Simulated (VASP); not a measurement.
# ZrF (Fm-3m) in VASP: single point with r2SCAN

Aim: the single point of ZrF with r2SCAN.

Everything below comes from runs of VASP 6.6.1. Logs are shortened: lines on timing, memory, paths and dates and some standing lists are left out, and cuts for length are marked.

### 1 The cell of the first run

It takes space group Fm-3m (No. 225, cubic). Conventional cell: a = 4.510 Å, b = 4.510 Å, c = 4.510 Å, α = 90.00°, β = 90.00°, γ = 90.00°. Within 3.0 Å of Zr (site symmetry m-3m) lie 6 F at 2.25 Å. F (site symmetry m-3m) has 6 Zr at 2.25 Å within 3.0 Å.

### 2 Single point, r2SCAN

Input file POSCAR:

```
ZrF
1.0
    0.0000000000      2.2549780000      2.2549780000
    2.2549780000      0.0000000000      2.2549780000
    2.2549780000      2.2549780000      0.0000000000
Zr F
1 1
Direct
    0.0000000000      0.0000000000      0.0000000000
    0.5000000000      0.5000000000      0.5000000000
```

Input file INCAR.step1:

```
SYSTEM = ZrF
PREC = Accurate
ENCUT = 660
ISMEAR = -1
SIGMA = 0.0369
LREAL = .FALSE.
LASPH = .TRUE.
NELM = 120
NBANDS = 16
GGA = PE
ALGO = Normal
EDIFF = 1E-5
LWAVE = .TRUE.
LCHARG = .FALSE.
GGA_COMPAT = .FALSE.
```

Input file INCAR.step2:

```
SYSTEM = ZrF
PREC = Accurate
ENCUT = 660
EDIFF = 1E-6
ISMEAR = -1
SIGMA = 0.0369
LREAL = .FALSE.
LASPH = .TRUE.
NELM = 120
ALGO = Normal
ISIF = 2
LWAVE = .FALSE.
LCHARG = .TRUE.
METAGGA = R2SCAN
LMIXTAU = .TRUE.
LELF = .TRUE.
LVHAR = .TRUE.
NBANDS = 16
ISTART = 1
GGA_COMPAT = .FALSE.
```

Input file KPOINTS:

```
regular mesh
0
G
  13 13 13
  0 0 0
```

Potentials or basis: VASP PAW PBE potentials, release 64 (Zr_sv, F).

Launch:

```sh
$ cat potpaw_PBE.64/Zr_sv/POTCAR potpaw_PBE.64/F/POTCAR > POTCAR
$ cp INCAR.step1 INCAR
$ mpirun -np 1 vasp_std > vasp.out
$ cp INCAR.step2 INCAR
$ mpirun -np 1 vasp_std > vasp.out
```

OUTCAR:

```text
SYSTEM = ZrF
   PREC = Accurate
   ENCUT = 660
   EDIFF = 1E-6
   ISMEAR = -1
   LREAL = .FALSE.
   LASPH = .TRUE.
   NELM = 120
   ISIF = 2
   METAGGA = R2SCAN
   ISTART = 1

 ion  position               nearest neighbor table
   1  0.000  0.000  0.000-   2 2.25   2 2.25   2 2.25   2 2.25   2 2.25   2 2.25
   2  0.500  0.500  0.500-   1 2.25   1 2.25   1 2.25   1 2.25   1 2.25   1 2.25

  LATTYP: Found a face centered cubic cell.
 ALAT       =     4.5099560000

  Lattice vectors:

 A1 = (   0.0000000000,   2.2549780000,   2.2549780000)
 A2 = (   2.2549780000,   0.0000000000,   2.2549780000)
 A3 = (   2.2549780000,   2.2549780000,   0.0000000000)

Analysis of symmetry for initial positions (statically):
=====================================================================
 Subroutine PRICEL returns:
 Original cell was already a primitive cell.

 Routine SETGRP: Setting up the symmetry group for a
 face centered cubic supercell.

 Subroutine GETGRP returns: Found 48 space group operations
 (whereof 48 operations were pure point group operations)
 out of a pool of 48 trial point group operations.

The static configuration has the point symmetry O_h .

Analysis of symmetry for dynamics (positions and initial velocities):
=====================================================================
 Subroutine PRICEL returns:
 Original cell was already a primitive cell.

 Routine SETGRP: Setting up the symmetry group for a
 face centered cubic supercell.

 Subroutine GETGRP returns: Found 48 space group operations
 (whereof 48 operations were pure point group operations)
 out of a pool of 48 trial point group operations.

The dynamic configuration has the point symmetry O_h .

 Subroutine INISYM returns: Found 48 space group operations
 (whereof 48 operations are pure point group operations),
 and found     1 'primitive' translations

----------------------------------------------------------------------------------------

                                     Primitive cell

  volume of cell :      22.9328

  direct lattice vectors                    reciprocal lattice vectors
     0.000000000  2.254978000  2.254978000    -0.221731653  0.221731653  0.221731653
     2.254978000  0.000000000  2.254978000     0.221731653 -0.221731653  0.221731653
     2.254978000  2.254978000  0.000000000     0.221731653  0.221731653 -0.221731653

  length of vectors
     3.189020470  3.189020470  3.189020470     0.384050489  0.384050489  0.384050489

  position of ions in fractional coordinates (direct lattice)
     0.000000000  0.000000000  0.000000000
     0.500000000  0.500000000  0.500000000

  ion indices of the primitive-cell ions
   primitive index   ion index
                 1           1
                 2           2

----------------------------------------------------------------------------------------

 KPOINTS: regular mesh

Automatic generation of k-mesh.
 Grid dimensions read from file:
 generate k-points for:   13   13   13

 Generating k-lattice:

  Cartesian coordinates                     Fractional coordinates (reciprocal lattice)
    -0.017056281  0.017056281  0.017056281     0.076923077  0.000000000  0.000000000
     0.017056281 -0.017056281  0.017056281     0.000000000  0.076923077  0.000000000
     0.017056281  0.017056281 -0.017056281     0.000000000  0.000000000  0.076923077

  Length of vectors
     0.029542345  0.029542345  0.029542345

  Shift w.r.t. Gamma in fractional coordinates (k-lattice)
     0.000000000  0.000000000  0.000000000

 Subroutine IBZKPT returns following result:
 ===========================================

 Found     84 irreducible k-points:

 Following reciprocal coordinates:
            Coordinates               Weight
  0.000000  0.000000  0.000000      1.000000
  0.076923  0.000000  0.000000      8.000000
  0.153846  0.000000  0.000000      8.000000
  0.230769  0.000000  0.000000      8.000000
  0.307692  0.000000  0.000000      8.000000
  0.384615  0.000000  0.000000      8.000000
[... 16 lines left out ...]
  0.384615  0.153846  0.000000     24.000000
  0.461538  0.153846  0.000000     24.000000
 [... further k-points ...]
   k-points           NKPTS =     84   k-points in BZ     NKDIM =     84   number of bands    NBANDS=     16
   number of dos      NEDOS =    301   number of ions     NIONS =      2
   total plane-waves  NPLWV =  21952
   dimension x,y,z NGX =    28 NGY =   28 NGZ =   28
   dimension x,y,z NGXF=    56 NGYF=   56 NGZF=   56
   ions per type =               1   1
   NGX,Y,Z   is equivalent  to a cutoff of  14.60, 14.60, 14.60 a.u.
   NGXF,Y,Z  is equivalent  to a cutoff of  29.19, 29.19, 29.19 a.u.
 SYSTEM =  ZrF
   PREC   = accura    normal or accurate (medium, high low for compatibility)
   ISTART =      1    job   : 0-new  1-cont  2-samecut
   ICHARG =      0    charge: 1-file 2-atom 10-const
   ISPIN  =      1    spin polarized calculation?
   LNONCOLLINEAR =      F non collinear calculations
   LSORBIT =      F    spin-orbit coupling
   LASPH  =      T    aspherical Exc in radial PAW
   ENCUT  =  660.0 eV  48.51 Ry    6.96 a.u.   6.68  6.68  6.68*2*pi/ulx,y,z
   NELM   =    120;   NELMIN=  2; NELMDL=  0     # of ELM steps
   EDIFF  = 0.1E-05   stopping-criterion for ELM
   LREAL  =      F    real-space projection
[... 7 lines left out ...]
   TEBEG  =    0.0;   TEEND  =   0.0 temperature during run
   PSTRESS=    0.0 pullay stress
   NELECT =      19.0000    total number of electrons
   NUPDOWN=      -1.0000    fix difference up-down
   EMIN   =  10.00;   EMAX   =-10.00  energy-range for DOS
   EFERMI =   0.00;   METHOD = LEGACY
   ISMEAR =    -1;   SIGMA  =   0.04  broadening in eV -4-tet -1-fermi 0-gaus
   EFERMI_NEDOS =   21; number of points for ismear=-14 and -15
   IALGO  =     38    algorithm
   IMIX   =      4    mixing-type and parameters
     AMIX     =   0.40;   BMIX     =  1.00
     AMIX_MAG =   1.60;   BMIX_MAG =  1.00
  volume/ion in A,a.u.               =      11.47        77.38
  Fermi-wavevector in a.u.,A,eV,Ry     =   1.537589  2.905623 32.166640  2.364181
  Thomas-Fermi vector in A             =   2.644077
   LORBIT       =      0    0 simple, 1 ext, 2 COOP (PROOUT), +10 PAW based schemes
   METAGGA = R2SCAN    functional components
   LHFCALC =     F    Hartree Fock is set to
   AEXX    =    0.0000 exact exchange contribution
   IVDW    =     0    specifies the selected vdW correction
   LEPSILON=     F    determine dielectric tensor
   LRPA    =     F    only Hartree local field effects (RPA)
 non-spin polarized calculation
  energy-cutoff  :      660.00
  volume of cell :       22.93
 maximum number of plane-waves:       903
   NGX = 13   NGY = 13   NGZ = 13

 number of electron      19.0000001 magnetization

 Free energy of the ion-electron system (eV)
  ---------------------------------------------------
  ext. energy  EPLUGINS =         0.00000000
  ---------------------------------------------------
  free energy    TOTEN  =       -28.12360423 eV

  energy without entropy =      -28.11590871  energy(sigma->0) =      -28.11975647

 E-fermi :  13.5856     XC(G=0): -13.5199

 val. band max:       13.5748810315   @ k =  -0.2308   0.2308   0.0000
 cond. band min:      13.5924562404   @ k =   0.3077   0.0769   0.0000
 fundamental gap:      0.0175752088
 Fermi energy:        13.5856370971

 k-point     1 :       0.0000    0.0000    0.0000
  band No.  band energies     occupation
      1     -38.2745      2.00000
      2     -17.1286      2.00000
      3     -15.1784      2.00000
      4     -15.1784      2.00000
      5     -15.1784      2.00000
      6       3.1122      2.00000
[... 8 lines left out ...]
     15      21.8750      0.00000
     16      36.0275      0.00000

 k-point     2 :       0.0769    0.0000    0.0000
  band No.  band energies     occupation
      1     -38.2631      2.00000
      2     -17.2762      2.00000
      3     -15.1841      2.00000
      4     -15.1841      2.00000
      5     -15.0611      2.00000
      6       2.9638      2.00000
[... 8 lines left out ...]
     15      22.3419      0.00000
     16      35.2020      0.00000

 k-point     3 :       0.1538    0.0000    0.0000
  band No.  band energies     occupation
      1     -38.2311      2.00000
      2     -17.6214      2.00000
      3     -15.2000      2.00000
      4     -15.2000      2.00000
      5     -14.8004      2.00000
      6       2.5832      2.00000
[... 8 lines left out ...]
     15      23.5574      0.00000
     16      33.3953      0.00000

 k-point     4 :       0.2308    0.0000    0.0000
  band No.  band energies     occupation
      1     -38.1857      2.00000
      2     -18.0205      2.00000
      3     -15.2222      2.00000
      4     -15.2222      2.00000
      5     -14.5208      2.00000
      6       2.1029      2.00000
[... 8 lines left out ...]
     15      24.9836      0.00000
     16      31.7515      0.00000

 k-point     5 :       0.3077    0.0000    0.0000
  band No.  band energies     occupation
      1     -38.1369      2.00000
      2     -18.3832      2.00000
      3     -15.2456      2.00000
      4     -15.2456      2.00000
      5     -14.2857      2.00000
      6       1.6426      2.00000
[... 8 lines left out ...]
     15      25.6004      0.00000
     16      29.7283      0.00000

 k-point     6 :       0.3846    0.0000    0.0000
  band No.  band energies     occupation
      1     -38.0960      2.00000
      2     -18.6538      2.00000
      3     -15.2648      2.00000
      4     -15.2648      2.00000
      5     -14.1211      2.00000
      6       1.2894      2.00000
[... 8 lines left out ...]
     15      25.0688      0.00000
     16      27.7228      0.00000
[... 267 lines left out ...]
 k-point    21 :       0.2308    0.1538    0.0000
  band No.  band energies     occupation
      1     -38.1835      2.00000
      2     -17.8420      2.00000
      3     -15.3179      2.00000
      4     -15.3067      2.00000
      5     -14.6434      2.00000
      6       1.9095      2.00000
[... 8 lines left out ...]
     15      25.3075      0.00000
     16      31.3304      0.00000

 k-point    22 :       0.3077    0.1538    0.0000
  band No.  band energies     occupation
      1     -38.1407      2.00000
      2     -18.1003      2.00000
      3     -15.3511      2.00000
      4     -15.3343      2.00000
      5     -14.5419      2.00000
      6       1.7315      2.00000
[... 8 lines left out ...]
     15      26.2937      0.00000
     16      29.4939      0.00000

 k-point    23 :       0.3846    0.1538    0.0000
  band No.  band energies     occupation
      1     -38.0986      2.00000
      2     -18.3449      2.00000
      3     -15.3797      2.00000
      4     -15.3674      2.00000
      5     -14.4400      2.00000
      6       1.6281      2.00000
[... 8 lines left out ...]
     15      25.6335      0.00000
     16      28.0555      0.00000

 k-point    24 :       0.4615    0.1538    0.0000
  band No.  band energies     occupation
      1     -38.0669      2.00000
      2     -18.5253      2.00000
      3     -15.4399      2.00000
      4     -15.3631      2.00000
      5     -14.3472      2.00000
      6       1.5466      2.00000
[... 8 lines left out ...]
     15      24.3297      0.00000
     16      26.9256      0.00000

 [... further k-points ...]

------------------------ aborting loop because EDIFF is reached ----------------------------------------

  FORCE on cell =-STRESS in cart. coord.  units (eV):
  Direction    XX          YY          ZZ          XY          YZ          ZX
  --------------------------------------------------------------------------------------
  -------------------------------------------------------------------------------------
  Total        5.8627565      5.8627565      5.8627565      0.0000000     -0.0000000      0.0000000
  in kB      409.5958197    409.5958197    409.5958197      0.0000000     -0.0000000      0.0000000
  external PRESSURE =     409.5958197 kB  Pullay stress =       0.0000000 kB

 VOLUME and BASIS-vectors are now :
 -----------------------------------------------------------------------------
  energy-cutoff  :      660.00
  volume of cell :       22.93
      direct lattice vectors                 reciprocal lattice vectors
     0.000000000  2.254978000  2.254978000    -0.221731653  0.221731653  0.221731653
     2.254978000  0.000000000  2.254978000     0.221731653 -0.221731653  0.221731653
     2.254978000  2.254978000  0.000000000     0.221731653  0.221731653 -0.221731653

 POSITION                                       TOTAL-FORCE (eV/Angst)
 -----------------------------------------------------------------------------------
      0.00000      0.00000      0.00000        -0.000000      0.000000      0.000000
      2.25498      2.25498      2.25498         0.000000     -0.000000     -0.000000
 -----------------------------------------------------------------------------------
    total drift:                                0.000000      0.000000      0.000000

  FREE ENERGIE OF THE ION-ELECTRON SYSTEM (eV)
  ---------------------------------------------------
  free  energy   TOTEN  =       -28.1236042291 eV

  energy  without entropy=      -28.1159087060  energy(sigma->0) =      -28.11975647
```

Wall time 6.9 min (1 thread of Intel Xeon 8259CL, shared host); peak memory 0.17 GiB.

Results:

| Quantity | Value |
| --- | --- |
| Free energy | -28.1236 eV |
| Pressure | 41.0 GPa |
| Band gap on the k mesh | zero (an odd number of electrons rules out a gap without spin polarisation) |

Levels at points of the mesh, in eV from the Fermi level:
| k point | band 5 | band 6 | band 7 | band 8 | band 9 | band 10 | band 11 | band 12 | band 13 | band 14 |
| --- | --- | --- | --- | --- | --- | --- | --- | --- | --- | --- |
| (0.00, 0.00, 0.00) | -28.76 | -10.47 | -10.47 | -10.47 | -2.54 | -1.18 | -1.18 | -1.18 | 1.34 | 1.34 |

Caveat: the cell stands under pressure; the PAW data sets were made with another functional, which shifts forces and pressure a little; an odd number of electrons without spin polarisation forces a metal; a magnetic or distorted state may lie lower.
